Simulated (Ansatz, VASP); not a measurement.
**ZrC: VASP beside Ansatz**

Contents of INCAR:

```
SYSTEM = ZrC
ALGO = Normal ; EDIFF = 1E-6
EDIFFG = -0.025 ; ENCUT = 600
GGA = PE ; IBRION = 2
ISIF = 3 ; ISMEAR = 0
LASPH = .True. ; LCHARG = .False.
LREAL = .False. ; LWAVE = .False.
NELM = 80 ; NSW = 80
PREC = Accurate ; SIGMA = 0.2
```

The input KPOINTS:

```
k-points
0
Gamma
  8 8 8
  0 0 0
```

Contents of POSCAR:

```
ZrC
1.0
   -0.0355630490     -2.2380939094     -2.2875153979
   -2.2745664161     -0.0145132732     -2.3085651737
    2.4131303915      2.4398072123     -4.7411810496
Zr C
2 2
Direct
    0.3086380250      0.2887137156      0.2247570042
    0.6649017974      0.7899052932      0.7676593605
    0.5350446310      0.4614013292      0.4926074008
    0.9914155465      0.9599796620      1.0149762345
```

Input for Ansatz:

```yaml
crystal:
  lattice:
    - [-0.035563049, -2.2380939094, -2.2875153979]
    - [-2.2745664161, -0.0145132732, -2.3085651737]
    - [2.4131303915, 2.4398072123, -4.7411810496]
  atoms:
    - { symbol: Zr, position: [0.308638025, 0.2887137156, 0.2247570042] }
    - { symbol: Zr, position: [0.6649017974, 0.7899052932, 0.7676593605] }
    - { symbol: C, position: [0.535044631, 0.4614013292, 0.4926074008] }
    - { symbol: C, position: [0.9914155465, 0.959979662, 1.0149762345] }
basis:
  ecutwfc: 420
kpoints:
  mp_grid: { grid: [8, 8, 8] }
hamiltonian:
  xc: pbe
scf:
  occupations: { method: gaussian, width: 0.2 }
  lower_state_search: "off"
output:
  forces: true
  stress: true
  eigenvalues: true
relax:
  adjacent_minimum: "off"
  f_tol: 0.025
  max_steps: 60
  cell: { stress_tol: 0.25 }
```

Change from the starting cell: cell x2, atoms moved at random (sigma 0.1 Å) and cell strained at random (1.5 %), then relaxed without symmetry.

Alike in both runs: task relaxation of cell and atoms; functional PBE; k mesh 8 × 8 × 8; occupations gaussian, width 0.2 eV; no spin polarisation.

|  | VASP | Ansatz |
| --- | --- | --- |
| version | VASP 6.6.1 | Ansatz 0.2.0 |
| potentials or method | VASP PAW PBE potentials, release 64 (Zr_sv, C), cutoff 600 eV | scalar-relativistic, plane waves, PAW |
| valence electrons in the cell | 32 | 32 |

|  | VASP | Ansatz | Ansatz less VASP |
| --- | --- | --- | --- |
| gap on the k mesh at the Fermi level, each at its own relaxed structure (eV) | none | none | - |
| relaxed volume (Å³/atom) | 13.07 | 13.05 | -0.022 |
| relaxed cell length with the largest relative difference (Å) | 3.334 | 3.331 | -0.0023 |

A gap of «none» marks a metal or a gap that the smearing closes.
